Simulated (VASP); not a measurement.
Here is a VASP 6.6.1 calculation.

Contents of INCAR:

```
ALGO     = Normal         # electronic algorithm
EDIFF    = 1E-7           # SCF threshold, eV
ENCUT    = 520            # plane-wave cutoff, eV
GGA      = PE             # functional
ISIF     = 2              # what is computed and relaxed
ISMEAR   = 0              # smearing method
LASPH    = True           # aspherical terms in the spheres
LCHARG   = False          # write CHGCAR
LREAL    = False          # projectors in reciprocal space
LWAVE    = False          # write WAVECAR
NBANDS   = 19             # bands
NELM     = 60             # most SCF steps
PREC     = Accurate       # precision mode
SIGMA    = 0.1            # smearing width, eV
```

File KPOINTS:

```
k-points
0
Gamma
  4 4 6
```

Contents of POSCAR:

```
Si3N2
1.0
    3.5058042671      0.0000000000      0.0000000000
    0.0000000000      3.5058042671      0.0000000000
    0.0000000000      0.0000000000      5.2793916637
Si N
3 2
Direct
    0.5000000000      0.5000000000      0.0000000000
    0.0000000000      0.5000000000      0.6340630647
    0.5000000000      0.0000000000      0.3659369353
    0.5000000000      0.5000000000      0.5000000000
    0.0000000000      0.0000000000      0.5000000000
```

Potentials or basis: VASP PAW PBE potentials, release 64 (Si, N).

Run with:

```console
$ cat potpaw_PBE.64/Si/POTCAR potpaw_PBE.64/N/POTCAR > POTCAR
$ mpirun -np 1 vasp_std > vasp.out
```

Problem. Predict the pressure.

Solution. 0.0 GPa.

Problem. What does it give for the band gap on the k mesh?

Solution. Zero (bands 11 and 12 overlap by 1.66 eV).

Forces in eV/Å, atoms in the order of the input:
```
Si   0.000  0.000  0.000
Si   0.000  0.000  0.014
Si   0.000  0.000 -0.014
N    0.000  0.000  0.000
N    0.000  0.000  0.000
```

Caveat: the k points lie up to 0.45 Å⁻¹ apart, too coarse for converged energies and pressures of a metal.
